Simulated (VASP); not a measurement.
# Er3Se (Pm-3n) in VASP: relaxation of cell and atoms with PBE

Aim: the relaxation of cell and atoms of Er3Se with PBE.

Program: VASP 6.6.1. These are calculated values, not measurements. Logs are shortened: lines on timing, memory, paths and dates and some standing lists are left out, and cuts for length are marked.

## Step 1: The cell of the first run

The structure is cubic, space group Pm-3n (No. 223). The conventional cell has a = 6.131 Å, b = 6.131 Å, c = 6.131 Å, α = 90.00°, β = 90.00°, γ = 90.00°. Er (site symmetry -4m2) has 10 Er at 3.07 to 3.75 Å and 4 Se at 3.43 Å within 4.0 Å. Within 4.5 Å of Se (site symmetry m-3) lie 12 Er at 3.43 Å.

The cell was built from a structure type or drawn by symmetry, and may not be a known phase.

## Step 2: Relaxation of cell and atoms, PBE

Input file INCAR:

```
PREC     = Accurate       # precision mode
ENCUT    = 500            # plane-wave cutoff, eV
EDIFF    = 1E-7           # SCF threshold, eV
ISMEAR   = 0              # smearing method
SIGMA    = 0.1            # smearing width, eV
LREAL    = False          # projectors in reciprocal space
LASPH    = True           # aspherical terms in the spheres
NELM     = 200            # most SCF steps
ALGO     = Normal         # electronic algorithm
ISIF     = 3              # what is computed and relaxed
LWAVE    = False          # write WAVECAR
LCHARG   = False          # write CHGCAR
GGA      = PE             # functional
IBRION   = 2              # ionic algorithm
NSW      = 100            # ionic steps
EDIFFG   = -0.01          # ionic threshold
GGA_COMPAT= False        
NELMIN   = 4            
LMAXMIX  = 6              # l up to which the mixer works
```

Input file KPOINTS:

```
regular mesh
0
Gamma
  6 6 6
```

Input file POSCAR:

```
Er3Se
1.0
    6.1305741400      0.0000000000      0.0000000000
    0.0000000000      6.1305741400      0.0000000000
    0.0000000000      0.0000000000      6.1305741400
Er Se
6 2
Direct
    0.2500000000      0.0000000000      0.5000000000
    0.5000000000      0.7500000000      0.0000000000
    0.7500000000      0.0000000000      0.5000000000
    0.5000000000      0.2500000000      0.0000000000
    0.0000000000      0.5000000000      0.7500000000
    0.0000000000      0.5000000000      0.2500000000
    0.0000000000      0.0000000000      0.0000000000
    0.5000000000      0.5000000000      0.5000000000
```

Potentials or basis: VASP PAW PBE potentials, release 64 (Er_3, Se), 4f in core.

On the command line:

```console
cat potpaw_PBE.64/Er_3/POTCAR potpaw_PBE.64/Se/POTCAR > POTCAR
mpirun -np 1 vasp_std > vasp.out
```

OUTCAR:

```text
PREC = Accurate
   ENCUT = 500
   EDIFF = 1E-7
   ISMEAR = 0
   LREAL = False
   LASPH = True
   NELM = 200
   ISIF = 3
   GGA = PE
   IBRION = 2
   NSW = 100
   EDIFFG = -0.01
   NELMIN = 4

 ion  position               nearest neighbor table
   1  0.250  0.000  0.500-   3 3.07   3 3.07   4 3.75   2 3.75   4 3.75   2 3.75   6 3.75   5 3.75
                             6 3.75   5 3.75
   2  0.500  0.750  0.000-   4 3.07   4 3.07   1 3.75   1 3.75   3 3.75   3 3.75   6 3.75   5 3.75
                             5 3.75   6 3.75
   3  0.750  0.000  0.500-   1 3.07   1 3.07   4 3.75   2 3.75   4 3.75   2 3.75   6 3.75   5 3.75
                             6 3.75   5 3.75
   4  0.500  0.250  0.000-   2 3.07   2 3.07   3 3.75   1 3.75   3 3.75   1 3.75   6 3.75   5 3.75
                             5 3.75   6 3.75
   5  0.000  0.500  0.750-   6 3.07   6 3.07   3 3.75   4 3.75   1 3.75   2 3.75   1 3.75   3 3.75
                             2 3.75   4 3.75
   6  0.000  0.500  0.250-   5 3.07   5 3.07   3 3.75   4 3.75   1 3.75   2 3.75   1 3.75   3 3.75
                             2 3.75   4 3.75
   7  0.000  0.000  0.000-
   8  0.500  0.500  0.500-

  LATTYP: Found a simple cubic cell.
 ALAT       =     6.1305741400

  Lattice vectors:

 A1 = (   6.1305741400,   0.0000000000,   0.0000000000)
 A2 = (   0.0000000000,   6.1305741400,   0.0000000000)
 A3 = (   0.0000000000,   0.0000000000,   6.1305741400)

Analysis of symmetry for initial positions (statically):
=====================================================================
 Subroutine PRICEL returns:
 Original cell was already a primitive cell.

 Routine SETGRP: Setting up the symmetry group for a
 simple cubic supercell.

 Subroutine GETGRP returns: Found 48 space group operations
 (whereof 24 operations were pure point group operations)
 out of a pool of 48 trial point group operations.

The static configuration has the point symmetry T_h .
 The point group associated with its full space group is O_h .

Analysis of symmetry for dynamics (positions and initial velocities):
=====================================================================
 Subroutine PRICEL returns:
 Original cell was already a primitive cell.

 Routine SETGRP: Setting up the symmetry group for a
 simple cubic supercell.

 Subroutine GETGRP returns: Found 48 space group operations
 (whereof 24 operations were pure point group operations)
 out of a pool of 48 trial point group operations.

The dynamic configuration has the point symmetry T_h .
 The point group associated with its full space group is O_h .

 Subroutine INISYM returns: Found 48 space group operations
 (whereof 24 operations are pure point group operations),
 and found     1 'primitive' translations

----------------------------------------------------------------------------------------

                                     Primitive cell

  volume of cell :     230.4111

  direct lattice vectors                    reciprocal lattice vectors
     6.130574140  0.000000000  0.000000000     0.163116859  0.000000000  0.000000000
     0.000000000  6.130574140  0.000000000     0.000000000  0.163116859  0.000000000
     0.000000000  0.000000000  6.130574140     0.000000000  0.000000000  0.163116859

  length of vectors
     6.130574140  6.130574140  6.130574140     0.163116859  0.163116859  0.163116859

  position of ions in fractional coordinates (direct lattice)
     0.250000000  0.000000000  0.500000000
     0.500000000  0.750000000  0.000000000
     0.750000000  0.000000000  0.500000000
     0.500000000  0.250000000  0.000000000
     0.000000000  0.500000000  0.750000000
     0.000000000  0.500000000  0.250000000
     0.000000000  0.000000000  0.000000000
     0.500000000  0.500000000  0.500000000

  ion indices of the primitive-cell ions
   primitive index   ion index
                 1           1
                 2           2
                 3           3
                 4           4
                 5           5
                 6           6
                 7           7
                 8           8

----------------------------------------------------------------------------------------

 KPOINTS: regular mesh

Automatic generation of k-mesh.
 Grid dimensions read from file:
 generate k-points for:    6    6    6

 Generating k-lattice:

  Cartesian coordinates                     Fractional coordinates (reciprocal lattice)
     0.027186143  0.000000000  0.000000000     0.166666667  0.000000000  0.000000000
     0.000000000  0.027186143  0.000000000     0.000000000  0.166666667  0.000000000
     0.000000000  0.000000000  0.027186143     0.000000000  0.000000000  0.166666667

  Length of vectors
     0.027186143  0.027186143  0.027186143

  Shift w.r.t. Gamma in fractional coordinates (k-lattice)
     0.000000000  0.000000000  0.000000000

 Subroutine IBZKPT returns following result:
 ===========================================

 Found     20 irreducible k-points:

 Following reciprocal coordinates:
            Coordinates               Weight
  0.000000  0.000000  0.000000      1.000000
  0.166667  0.000000  0.000000      6.000000
  0.333333  0.000000  0.000000      6.000000
  0.500000  0.000000  0.000000      3.000000
  0.166667  0.166667  0.000000     12.000000
  0.333333  0.166667  0.000000     24.000000
[... 12 lines left out ...]
  0.500000  0.500000  0.333333      6.000000
  0.500000  0.500000  0.500000      1.000000
   k-points           NKPTS =     20   k-points in BZ     NKDIM =     20   number of bands    NBANDS=     39
   number of dos      NEDOS =    301   number of ions     NIONS =      8
   total plane-waves  NPLWV = 110592
   dimension x,y,z NGX =    48 NGY =   48 NGZ =   48
   dimension x,y,z NGXF=    96 NGYF=   96 NGZF=   96
   ions per type =               6   2
   NGX,Y,Z   is equivalent  to a cutoff of  13.02, 13.02, 13.02 a.u.
   NGXF,Y,Z  is equivalent  to a cutoff of  26.03, 26.03, 26.03 a.u.
 SYSTEM =  unknown system
   PREC   = accura    normal or accurate (medium, high low for compatibility)
   ISTART =      0    job   : 0-new  1-cont  2-samecut
   ICHARG =      2    charge: 1-file 2-atom 10-const
   ISPIN  =      1    spin polarized calculation?
   LNONCOLLINEAR =      F non collinear calculations
   LSORBIT =      F    spin-orbit coupling
   LASPH  =      T    aspherical Exc in radial PAW
   ENCUT  =  500.0 eV  36.75 Ry    6.06 a.u.  11.18 11.18 11.18*2*pi/ulx,y,z
   NELM   =    200;   NELMIN=  4; NELMDL= -5     # of ELM steps
   EDIFF  = 0.1E-06   stopping-criterion for ELM
   LREAL  =      F    real-space projection
   EDIFFG = -.1E-01   stopping-criterion for IOM
   NSW    =    100    number of steps for IOM
   IBRION =      2    ionic relax: 0-MD 1-quasi-New 2-CG
   NFREE  =      1    steps in history (QN), initial steepest desc. (CG)
   ISIF   =      3    stress and relaxation
   ISYM   =      2    0-nonsym 1-usesym 2-fastsym
   POTIM  = 0.5000    time-step for ionic-motion
   TEBEG  =    0.0;   TEEND  =   0.0 temperature during run
   PSTRESS=    0.0 pullay stress
   NELECT =      66.0000    total number of electrons
   NUPDOWN=      -1.0000    fix difference up-down
   EMIN   =  10.00;   EMAX   =-10.00  energy-range for DOS
   EFERMI =   0.00;   METHOD = LEGACY
   ISMEAR =     0;   SIGMA  =   0.10  broadening in eV -4-tet -1-fermi 0-gaus
   EFERMI_NEDOS =   21; number of points for ismear=-14 and -15
   IALGO  =     38    algorithm
   IMIX   =      4    mixing-type and parameters
     AMIX     =   0.40;   BMIX     =  1.00
     AMIX_MAG =   1.60;   BMIX_MAG =  1.00
  volume/ion in A,a.u.               =      28.80       194.36
  Fermi-wavevector in a.u.,A,eV,Ry     =   1.079166  2.039328 15.845340  1.164600
  Thomas-Fermi vector in A             =   2.215124
   LORBIT       =      0    0 simple, 1 ext, 2 COOP (PROOUT), +10 PAW based schemes
   GGA     = PE    functional components
   LHFCALC =     F    Hartree Fock is set to
   AEXX    =    0.0000 exact exchange contribution
   IVDW    =     0    specifies the selected vdW correction
   LEPSILON=     F    determine dielectric tensor
   LRPA    =     F    only Hartree local field effects (RPA)
 conjugate gradient relaxation of ions
 non-spin polarized calculation
 Gauss-broadening in eV      SIGMA  =   0.10
  energy-cutoff  :      500.00
  volume of cell :      230.41
 maximum number of plane-waves:      5904
 NGX is ok and might be reduce to    48
   NGX = 23   NGY = 23   NGZ = 23

--------------------------------------- Ionic step        1  -------------------------------------------

 number of electron      66.0000008 magnetization

 Free energy of the ion-electron system (eV)
  ---------------------------------------------------
  ext. energy  EPLUGINS =         0.00000000
  ---------------------------------------------------
  free energy    TOTEN  =       -36.79926784 eV

  energy without entropy =      -36.76766164  energy(sigma->0) =      -36.78346474

 E-fermi :   3.6779     XC(G=0):  -9.8281

 val. band max:        3.6625591754   @ k =   0.3333   0.0000   0.0000
 cond. band min:       3.6908253585   @ k =   0.1667   0.1667   0.1667
 fundamental gap:      0.0282661831
 Fermi energy:         3.6779126714

 k-point     1 :       0.0000    0.0000    0.0000
  band No.  band energies     occupation
      1     -21.9724      2.00000
      2     -21.9724      2.00000
      3     -21.8920      2.00000
      4     -21.5906      2.00000
      5     -21.5906      2.00000
      6     -21.5906      2.00000
[... 910 lines left out ...]
  energy  without entropy=      -36.9276742667  energy(sigma->0) =      -36.94385945

--------------------------------------- Ionic step        3  -------------------------------------------

 number of electron      65.9999989 magnetization

 Free energy of the ion-electron system (eV)
  ---------------------------------------------------
  ext. energy  EPLUGINS =         0.00000000
  ---------------------------------------------------
  free energy    TOTEN  =       -36.96271598 eV

  energy without entropy =      -36.93044718  energy(sigma->0) =      -36.94658158

 E-fermi :   4.0957     XC(G=0): -10.1360

 val. band max:        4.0843137741   @ k =   0.1667   0.1667   0.1667
 cond. band min:       4.1002120097   @ k =   0.5000   0.3333   0.1667
 fundamental gap:      0.0158982356
 Fermi energy:         4.0957134494

 k-point     1 :       0.0000    0.0000    0.0000
  band No.  band energies     occupation
      1     -21.4915      2.00000
      2     -21.4915      2.00000
      3     -21.3890      2.00000
      4     -21.0062      2.00000
      5     -21.0062      2.00000
      6     -21.0062      2.00000
[... 864 lines left out ...]
  FREE ENERGIE OF THE ION-ELECTRON SYSTEM (eV)
  ---------------------------------------------------
  free  energy   TOTEN  =       -36.9627159816 eV

  energy  without entropy=      -36.9304471771  energy(sigma->0) =      -36.94658158

 reached required accuracy - stopping structural energy minimisation
```

Run time: 6.3 min. Hardware: 1 thread of AMD EPYC 9R45 (Zen 5), shared host; peak memory 0.39 GiB.

Results:

```yaml
Free_energy: -36.9627 eV
Relaxed_volume: 26.79 Å³/atom
Relaxed_cell: a = 5.984 Å, b = 5.984 Å, c = 5.984 Å, α = 90.00°, β = 90.00°, γ = 90.00°
Space_group_after_relaxing_to_0.1_Å: Pm-3n (No. 223)
Energy_gained_by_relaxing: 20.4 meV/atom
Ionic_steps: 3
Pressure_after_relaxing: 0.0 GPa
Band_gap_on_the_k_mesh: zero (bands 33 and 34 overlap by 1.21 eV)
```

The path:
| step | energy change (eV) | largest force (eV/Å) | pressure (GPa) | volume (Å³) |
| --- | --- | --- | --- | --- |
| 1 | 0.0000 | 0.0000 | -3.08 | 230.41 |
| 2 | -0.1608 | 0.0000 | 0.45 | 212.41 |
| 3 | -0.1634 | 0.0000 | 0.01 | 214.31 |

Final structure:
```
Er Se
1.0
     5.98435    0.00000    0.00000
     0.00000    5.98435    0.00000
     0.00000    0.00000    5.98435
Er Se
6 2
Direct
  0.25000 0.00000 0.50000
  0.50000 0.75000 0.00000
  0.75000 0.00000 0.50000
  0.50000 0.25000 0.00000
  0.00000 0.50000 0.75000
  0.00000 0.50000 0.25000
  0.00000 0.00000 0.00000
  0.50000 0.50000 0.50000
```

Levels at points of the mesh, in eV from the Fermi level:
```tsv
k point	band 30	band 31	band 32	band 33	band 34	band 35	band 36	band 37
(0.00, 0.00, 0.00)	-0.97	-0.97	-0.97	0.01	0.11	0.32	0.32	0.32
(0.50, 0.00, 0.00)	-0.95	-0.77	-0.77	-0.19	-0.19	0.07	0.07	0.28
(0.50, 0.50, 0.00)	-0.80	-0.56	0.07	0.12	0.68	0.68	0.81	1.14
(0.50, 0.50, 0.50)	-0.90	-0.90	-0.90	1.02	1.02	1.02	1.02	1.02
```

Caveat: spin-orbit coupling is left out, which moves the levels of the heavy elements; the 4f electrons are frozen in the core, so they carry no moment and show no levels; the run has no spin polarisation, though such a crystal can be magnetic.
